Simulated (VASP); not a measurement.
# Al14CN16 (a cell with a defect) in VASP: further runs

Runs on Al14CN16 (a cell with a defect). Level: PBE. Tasks: single point, relaxation of the atoms.

Everything below comes from runs of VASP 6.6.1. Logs are shortened: lines on timing, memory, paths and dates and some standing lists are left out, and cuts for length are marked.

## 1. The cell of the first run

The cell holds a defect, 31 atoms: a = 6.260 Å, b = 6.260 Å, c = 10.035 Å, α = 90.00°, β = 90.00°, γ = 120.00°.

## 2. Single point, PBE, collinear spin

File INCAR:

```
SYSTEM = Al14CN16
ALGO = Normal ; EDIFF = 1E-6
ENCUT = 520 ; GGA = PE
GGA_COMPAT = .False. ; ISIF = 2
ISMEAR = 0 ; ISPIN = 2
ISYM = -1 ; LASPH = .True.
LCHARG = .True. ; LELF = .True.
LORBIT = 11 ; LREAL = Auto
LVHAR = .True. ; LWAVE = .False.
MAGMOM = 0.01 0.1 0.19 0.02 0.29 0.33 0.01 0.03 0 0.44 0.01 0.03 0 0.01 0.02 0 0 0 0 0 0 0 0 0 0 0 0 0 0 0 0 ; NBANDS = 88
NELM = 200 ; NUPDOWN = 2.0
PREC = Accurate ; SIGMA = 0.01
```

File KPOINTS:

```
explicit points
1
Reciprocal
  0.25000000   0.25000000   0.25000000 1
```

File POSCAR:

```
Al14CN16
1.0
    6.2595139128      0.0000000578      0.0000000000
   -3.1297570064      5.4208980350      0.0000000000
    0.0000000000      0.0000000000     10.0348065929
C N Al
1 16 14
Direct
    0.3855707494      0.1141777237      0.2660966526
    0.3677334716      0.1331877984      0.3981675334
    0.1397163593      0.3568532437      0.1813572990
    0.3239614161      0.1750435199      0.9385882457
    0.1612154193      0.3402226469      0.7020453557
    0.3429120532      0.6809412620      0.4421872369
    0.2128642038      0.8851701494      0.1983605655
    0.3306235857      0.6796674761      0.9397519324
    0.1643657991      0.8418523740      0.6869067922
    0.8014300595      0.1467329205      0.4395724306
    0.6131104536      0.2872177064      0.1975201627
    0.8201949831      0.1688918833      0.9396969966
    0.6588303708      0.3362920090      0.6869135187
    0.8335202783      0.6677468439      0.4391367147
    0.6693006728      0.8267040169      0.1894126809
    0.8326369576      0.6668568798      0.9494542883
    0.6665691071      0.8336486490      0.6956836223
    0.3251491871      0.1749135373      0.7475091820
    0.1572493650      0.3421704913      0.9967606696
    0.3390941823      0.6568950518      0.2584530817
    0.1633260963      0.8237070275      0.4982608300
    0.3286707717      0.6720879630      0.7472108051
    0.1748163388      0.8497818839      1.0026221826
    0.8370017858      0.1575712282      0.2553591292
    0.6732867093      0.3392432363      0.4987313318
    0.8282781140      0.1713162423      0.7468616046
    0.6494407285      0.3248575427      1.0020792447
    0.8322246400      0.6680431455      0.2542516330
    0.6629273576      0.8263399286      0.5070573740
    0.8317910347      0.6692338243      0.7538696020
    0.6627543644      0.8359587860      0.9998716068
```

Potentials or basis: VASP PAW PBE potentials, release 64 (C, N, Al).

Started as:

```sh
$ cat potpaw_PBE.64/C/POTCAR potpaw_PBE.64/N/POTCAR potpaw_PBE.64/Al/POTCAR > POTCAR
$ mpirun -np 1 vasp_std > vasp.out
```

OUTCAR:

```text
SYSTEM = Al14CN16
   EDIFF = 1E-6
   ENCUT = 520
   GGA = PE
   ISIF = 2
   ISMEAR = 0
   ISPIN = 2
   ISYM = -1
   LASPH = .True.
   LORBIT = 11
   LREAL = Auto
   NELM = 200
   NUPDOWN = 2.0
   PREC = Accurate

 ion  position               nearest neighbor table
   1  0.386  0.114  0.266-   2 1.34  11 1.46   7 1.46  24 2.70
   2  0.368  0.133  0.398-   1 1.34  25 1.97  21 1.98
   3  0.140  0.357  0.181-  24 1.83  20 1.83  19 1.86
   4  0.324  0.175  0.939-  27 1.88  23 1.88  19 1.90  18 1.92
   5  0.161  0.340  0.702-  18 1.84  22 1.86  26 1.86
   6  0.343  0.681  0.442-  21 1.84  20 1.85  29 1.86
   7  0.213  0.885  0.198-   1 1.46  23 1.98  20 2.04  28 2.14
   8  0.331  0.680  0.940-  23 1.88  31 1.90  19 1.92  22 1.93
   9  0.164  0.842  0.687-  21 1.90  18 1.91  22 1.91  30 1.92
  10  0.801  0.147  0.440-  25 1.85  24 1.86  29 1.87
  11  0.613  0.287  0.198-   1 1.46  27 1.97  24 2.02  28 2.15
  12  0.820  0.169  0.940-  27 1.88  31 1.90  19 1.91  26 1.94
  13  0.659  0.336  0.687-  25 1.89  18 1.91  26 1.91  30 1.93
  14  0.834  0.668  0.439-  28 1.86  25 1.88  21 1.88  29 1.91
  15  0.669  0.827  0.189-  28 1.86  31 1.90  24 1.91  20 1.92
  16  0.833  0.667  0.949-  31 1.91  27 1.93  23 1.93  30 1.96
  17  0.667  0.834  0.696-  30 1.88  29 1.89  26 1.90  22 1.90
  18  0.325  0.175  0.748-   5 1.84   9 1.91  13 1.91   4 1.92  19 3.09  26 3.10  22 3.10  27 3.10
                            23 3.11  30 3.13  25 3.13  30 3.13  21 3.14  22 3.16  26 3.16
  19  0.157  0.342  0.997-   3 1.86   4 1.90  12 1.91   8 1.92  26 3.08  22 3.08  18 3.09  23 3.12
                            24 3.13  27 3.13  31 3.13  31 3.13  20 3.14  27 3.14  23 3.14
  20  0.339  0.657  0.258-   3 1.83   6 1.85  15 1.92   7 2.04  21 3.04  29 3.05  28 3.05  24 3.13
                            31 3.13  24 3.13  19 3.14  28 3.21  23 3.22
  21  0.163  0.824  0.498-   6 1.84  14 1.88   9 1.90   2 1.98  22 3.03  28 3.04  20 3.04  25 3.05
                            29 3.12  30 3.13  29 3.14  18 3.14  25 3.21
  22  0.329  0.672  0.747-   5 1.86  17 1.90   9 1.91   8 1.93  29 3.02  21 3.03  19 3.08  18 3.10
                            30 3.10  31 3.12  26 3.13  23 3.13  26 3.13  18 3.16  30 3.16
  23  0.175  0.850  0.003-   8 1.88   4 1.88  16 1.93   7 1.98  27 2.97  31 3.10  18 3.11  30 3.11
                            19 3.12  22 3.13  28 3.14  19 3.14  31 3.16  20 3.22  27 3.29
  24  0.837  0.158  0.255-   3 1.83  10 1.86  15 1.91  11 2.02   1 2.70  28 3.05  25 3.08  29 3.10
                            31 3.10  20 3.13  19 3.13  20 3.13  27 3.19  28 3.21
  25  0.673  0.339  0.499-  10 1.85  14 1.88  13 1.89   2 1.97  28 3.03  26 3.04  21 3.05  24 3.08
                            29 3.08  30 3.12  18 3.13  29 3.18  21 3.21
  26  0.828  0.171  0.747-   5 1.86  17 1.90  13 1.91  12 1.94  25 3.04  29 3.05  19 3.08  18 3.10
                            30 3.11  31 3.12  22 3.13  27 3.13  22 3.13  30 3.15  18 3.16
  27  0.649  0.325  0.002-   4 1.88  12 1.88  16 1.93  11 1.97  23 2.97  18 3.10  31 3.10  30 3.11
                            19 3.13  26 3.13  19 3.14  28 3.14  31 3.16  24 3.19  23 3.29
  28  0.832  0.668  0.254-  14 1.86  15 1.86   7 2.14  11 2.15  25 3.03  21 3.04  24 3.05  20 3.05
                            29 3.10  23 3.14  31 3.14  27 3.14  20 3.21  24 3.21
  29  0.663  0.826  0.507-   6 1.86  10 1.87  17 1.89  14 1.91  22 3.02  30 3.04  26 3.05  20 3.05
                            25 3.08  28 3.10  24 3.10  21 3.12  21 3.14  25 3.18
  30  0.832  0.669  0.754-  17 1.88   9 1.92  13 1.93  16 1.96  29 3.04  31 3.07  22 3.10  26 3.11
                            23 3.11  27 3.11  25 3.12  18 3.13  21 3.13  18 3.13  26 3.15  22 3.16
  31  0.663  0.836  1.000-   8 1.90  15 1.90  12 1.90  16 1.91  30 3.07  23 3.10  24 3.10  27 3.10
                            22 3.12  26 3.12  19 3.13  19 3.13  20 3.13  28 3.14  27 3.16  23 3.16

IMPORTANT INFORMATION: All symmetrisations will be switched off!
NOSYMM: (Re-)initialisation of all symmetry stuff for point group C_1.

----------------------------------------------------------------------------------------

                                     Primitive cell

  volume of cell :     340.5029

  direct lattice vectors                    reciprocal lattice vectors
     6.259513913  0.000000058  0.000000000     0.159756813  0.092235641  0.000000000
    -3.129757006  5.420898035  0.000000000    -0.000000002  0.184471279  0.000000000
     0.000000000  0.000000000 10.034806593     0.000000000  0.000000000  0.099653141

  length of vectors
     6.259513913  6.259513913 10.034806593     0.184471279  0.184471279  0.099653141

  position of ions in fractional coordinates (direct lattice)
     0.385570749  0.114177724  0.266096653
     0.367733472  0.133187798  0.398167533
     0.139716359  0.356853244  0.181357299
     0.323961416  0.175043520  0.938588246
     0.161215419  0.340222647  0.702045356
     0.342912053  0.680941262  0.442187237
[... 23 lines left out ...]
     0.831791035  0.669233824  0.753869602
     0.662754364  0.835958786  0.999871607

  ion indices of the primitive-cell ions
   primitive index   ion index
                 1           1
                 2           2
                 3           3
                 4           4
                 5           5
                 6           6
[... 23 lines left out ...]
                30          30
                31          31

----------------------------------------------------------------------------------------

 KPOINTS: explicit points

Read explicit list of k-points.

 Found      1 k-points:

 Following reciprocal coordinates:
            Coordinates               Weight
  0.250000  0.250000  0.250000      1.000000
   k-points           NKPTS =      1   k-points in BZ     NKDIM =      1   number of bands    NBANDS=     88
   number of dos      NEDOS =    301   number of ions     NIONS =     31
   total plane-waves  NPLWV = 184320
   dimension x,y,z NGX =    48 NGY =   48 NGZ =   80
   dimension x,y,z NGXF=    96 NGYF=   96 NGZF=  160
   ions per type =               1  16  14
   NGX,Y,Z   is equivalent  to a cutoff of  12.75, 12.75, 13.25 a.u.
   NGXF,Y,Z  is equivalent  to a cutoff of  25.50, 25.50, 26.51 a.u.
 SYSTEM =  Al14CN16
   PREC   = accura    normal or accurate (medium, high low for compatibility)
   ISTART =      0    job   : 0-new  1-cont  2-samecut
   ICHARG =      2    charge: 1-file 2-atom 10-const
   ISPIN  =      2    spin polarized calculation?
   LNONCOLLINEAR =      F non collinear calculations
   LSORBIT =      F    spin-orbit coupling
   LASPH  =      T    aspherical Exc in radial PAW
   ENCUT  =  520.0 eV  38.22 Ry    6.18 a.u.  11.64 11.64 18.66*2*pi/ulx,y,z
   NELM   =    200;   NELMIN=  2; NELMDL= -5     # of ELM steps
   EDIFF  = 0.1E-05   stopping-criterion for ELM
   LREAL  =      T    real-space projection
   EDIFFG = 0.1E-04   stopping-criterion for IOM
   NSW    =      0    number of steps for IOM
   IBRION =     -1    ionic relax: 0-MD 1-quasi-New 2-CG
   NFREE  =      0    steps in history (QN), initial steepest desc. (CG)
   ISIF   =      2    stress and relaxation
   ISYM   =     -1    0-nonsym 1-usesym 2-fastsym
   POTIM  = 0.5000    time-step for ionic-motion
   TEBEG  =    0.0;   TEEND  =   0.0 temperature during run
   PSTRESS=    0.0 pullay stress
   NELECT =     126.0000    total number of electrons
   NUPDOWN=       2.0000    fix difference up-down
   EMIN   =  10.00;   EMAX   =-10.00  energy-range for DOS
   EFERMI =   0.00;   METHOD = LEGACY
   ISMEAR =     0;   SIGMA  =   0.01  broadening in eV -4-tet -1-fermi 0-gaus
   EFERMI_NEDOS =   21; number of points for ismear=-14 and -15
   IALGO  =     38    algorithm
   IMIX   =      4    mixing-type and parameters
     AMIX     =   0.40;   BMIX     =  1.00
     AMIX_MAG =   1.60;   BMIX_MAG =  1.00
  volume/ion in A,a.u.               =      10.98        74.12
  Fermi-wavevector in a.u.,A,eV,Ry     =   1.175325  2.221043 18.794944  1.381389
  Thomas-Fermi vector in A             =   2.311708
   LORBIT       =     11    0 simple, 1 ext, 2 COOP (PROOUT), +10 PAW based schemes
   GGA     = PE    functional components
   LHFCALC =     F    Hartree Fock is set to
   AEXX    =    0.0000 exact exchange contribution
   IVDW    =     0    specifies the selected vdW correction
   LEPSILON=     F    determine dielectric tensor
   LRPA    =     F    only Hartree local field effects (RPA)
 spin polarized calculation
 Gauss-broadening in eV      SIGMA  =   0.01
  energy-cutoff  :      520.00
  volume of cell :      340.50
 maximum number of plane-waves:      9148
 NGX is ok and might be reduce to    48
   NGX = 23   NGY = 23   NGZ = 37

 number of electron     125.9999998 magnetization       1.9999918

 Free energy of the ion-electron system (eV)
  ---------------------------------------------------
  ext. energy  EPLUGINS =         0.00000000
  ---------------------------------------------------
  free energy    TOTEN  =      -229.49135213 eV

  energy without entropy =     -229.49135213  energy(sigma->0) =     -229.49135213

 E-fermi :   5.6062     XC(G=0): -10.5589

 val. band max:        5.5034632738   @ k =   0.2500   0.2500   0.2500
 cond. band min:       5.8367302654   @ k =   0.2500   0.2500   0.2500
 fundamental gap:      0.3332669916
 Fermi energy:         5.5067951022

 spin component 1

 k-point     1 :       0.2500    0.2500    0.2500
  band No.  band energies     occupation
      1     -12.8420      1.00000
      2      -9.6064      1.00000
      3      -9.5045      1.00000
      4      -9.0594      1.00000
      5      -8.7594      1.00000
      6      -8.6015      1.00000
[... 67 lines left out ...]
     74      11.9703      0.00000
     75      12.1026      0.00000
 Fermi energy:         5.6061851110

 spin component 2

 k-point     1 :       0.2500    0.2500    0.2500
  band No.  band energies     occupation
      1     -12.7511      1.00000
      2      -9.5630      1.00000
      3      -9.3916      1.00000
      4      -9.0145      1.00000
      5      -8.6827      1.00000
      6      -8.5562      1.00000
[... 67 lines left out ...]
     74      12.0146      0.00000
     75      12.1646      0.00000
 [bands above 75 left out]

------------------------ aborting loop because EDIFF is reached ----------------------------------------

  FORCE on cell =-STRESS in cart. coord.  units (eV):
  Direction    XX          YY          ZZ          XY          YZ          ZX
  --------------------------------------------------------------------------------------
  -------------------------------------------------------------------------------------
  Total       -0.0354588    -12.3582599     -1.2918931    -11.3956928      1.4899272     -0.6535548
  in kB       -0.1668451    -58.1496427     -6.0787781    -53.6204504      7.0105932     -3.0751885
  external PRESSURE =     -21.4650886 kB  Pullay stress =       0.0000000 kB

 VOLUME and BASIS-vectors are now :
 -----------------------------------------------------------------------------
  energy-cutoff  :      520.00
  volume of cell :      340.50
      direct lattice vectors                 reciprocal lattice vectors
     6.259513913  0.000000058  0.000000000     0.159756813  0.092235641  0.000000000
    -3.129757006  5.420898035  0.000000000    -0.000000002  0.184471279  0.000000000
     0.000000000  0.000000000 10.034806593     0.000000000  0.000000000  0.099653141

 POSITION                                       TOTAL-FORCE (eV/Angst)
 -----------------------------------------------------------------------------------
      2.05614      0.61895      2.67023        -0.018592      0.005600     -0.011229
      1.88499      0.72200      3.99553        -0.002448      0.003114      0.076765
     -0.24231      1.93447      1.81989        -0.000967      0.002995      0.004855
      1.48000      0.94889      9.41855        -0.003471     -0.000375      0.002261
     -0.05568      1.84431      7.04489        -0.002204      0.002231      0.000921
      0.01528      3.69131      4.43726         0.005871      0.004351     -0.003272
[... 23 lines left out ...]
      3.11207      3.62785      7.56494         0.003858      0.002914      0.001732
      1.53217      4.53165     10.03352        -0.003817      0.001096      0.005094
 -----------------------------------------------------------------------------------
    total drift:                                0.001760      0.007083     -0.010592

  FREE ENERGIE OF THE ION-ELECTRON SYSTEM (eV)
  ---------------------------------------------------
  free  energy   TOTEN  =      -229.4913521293 eV

  energy  without entropy=     -229.4913521293  energy(sigma->0) =     -229.49135213

 total charge

# of ion       s       p       d       tot
------------------------------------------
    1        0.836   1.569   0.000   2.405
    2        1.249   2.585   0.000   3.834
    3        1.248   2.545   0.000   3.793
    4        1.231   2.619   0.000   3.850
    5        1.251   2.515   0.000   3.766
    6        1.251   2.521   0.000   3.772
[... 23 lines left out ...]
   30        0.371   0.415   0.000   0.786
   31        0.373   0.430   0.000   0.803
--------------------------------------------------
tot         25.849  48.819   0.000  74.668

 magnetization (x)

# of ion       s       p       d       tot
------------------------------------------
    1        0.000   0.014   0.000   0.015
    2        0.004   0.125   0.000   0.129
    3        0.007   0.159   0.000   0.166
    4        0.001   0.017   0.000   0.019
    5        0.012   0.241   0.000   0.253
    6        0.012   0.279   0.000   0.291
[... 23 lines left out ...]
   30       -0.000   0.000   0.000   0.000
   31       -0.000   0.000   0.000  -0.000
--------------------------------------------------
tot          0.038   1.316   0.000   1.354
```

Run time: 3.9 min. Hardware: 1 thread of Intel Xeon Platinum 8124M at 3.00GHz (Skylake/Cascade Lake), shared host; peak memory 0.58 GiB.

What came out:

```
Free energy                                           : -229.4914 eV
Pressure                                              : -2.1 GPa
Largest force                                         : 0.077 eV/Å
Net moment                                            : 2.00 μB per cell
Site moments                                          : C +0.01; N +0.13, +0.17, +0.02, +0.25, +0.29, +0.01, +0.03, +0.00, +0.39, -0.00 (each value once); Al -0.00, +0.00, -0.01 (each value once) μB
Valence electrons inside the program's atomic spheres : C 2.40; N 3.83, 3.79, 3.85, 3.77, 3.84, 3.75, 3.87, 3.80 (each value once); Al 0.81, 0.80, 0.75, 0.82, 0.79 (each value once)
```

Forces in eV/Å, atoms in the order of the input:
```
C   -0.019  0.006 -0.011
N   -0.002  0.003  0.077
N   -0.001  0.003  0.005
N   -0.003  0.000  0.002
N   -0.002  0.002  0.001
N    0.006  0.004 -0.003
N   -0.012 -0.051 -0.033
N    0.001  0.000  0.001
N    0.004  0.000 -0.001
N   -0.002  0.000 -0.005
N    0.043  0.040 -0.028
N    0.002 -0.002  0.001
N    0.000 -0.003  0.002
N    0.000  0.002  0.008
N   -0.005  0.009 -0.005
N   -0.001  0.000 -0.002
N   -0.004  0.000 -0.006
Al   0.003 -0.004 -0.001
Al   0.006 -0.004 -0.010
Al  -0.003  0.005 -0.008
Al   0.001  0.000  0.002
Al  -0.004  0.001 -0.004
Al  -0.001  0.002  0.007
Al   0.001  0.000  0.001
Al  -0.004 -0.004 -0.002
Al   0.000  0.003 -0.001
Al  -0.001  0.001  0.007
Al  -0.003 -0.005 -0.003
Al   0.000 -0.013  0.003
Al   0.004  0.003  0.002
Al  -0.004  0.001  0.005
```

Caveat: the total moment is fixed, so each spin has its own Fermi level and the state may be an excited one.

[end of part 1 of 2]
